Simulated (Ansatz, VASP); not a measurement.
## Mg: VASP beside Ansatz

```xyz
4
Lattice="4.6892 0.0000 0.0000 -2.3446 4.0609 0.0000 0.0000 0.0000 5.9079" Properties=species:S:1:pos:R:3 pbc="T T T"
Mg    0.0000    0.0000    0.0000
Mg    0.0000    0.0000    2.9539
Mg    0.0000    2.7073    1.4770
Mg    2.3446    1.3536    4.4309
```

Alike in both runs: functional PBE; k mesh 8 × 8 × 5; occupations fermi-dirac, width 0.05 eV; no spin polarisation.

Ansatz relaxed the structure, and its values are those at the end. VASP's run is a single point on that final structure, the one shown.

```csv
,VASP,Ansatz
version,VASP 6.6.1,Ansatz 0.2.0
potentials or method,"VASP PAW PBE potentials, release 64 (Mg)","PAW with Ansatz's default frozen-core files, scalar-relativistic"
plane-wave cutoff (eV),520,420
valence electrons in the cell,8,40
```

VASP gave:

| Item | Value |
| --- | --- |
| pressure (GPa) | -0.1 |

Task: Which values does Ansatz return?

Result: Pressure (GPa): 0.0.

VASP's potentials hold 8 valence electrons a cell and Ansatz's 40, so a difference there can come from the potentials and not from the codes.
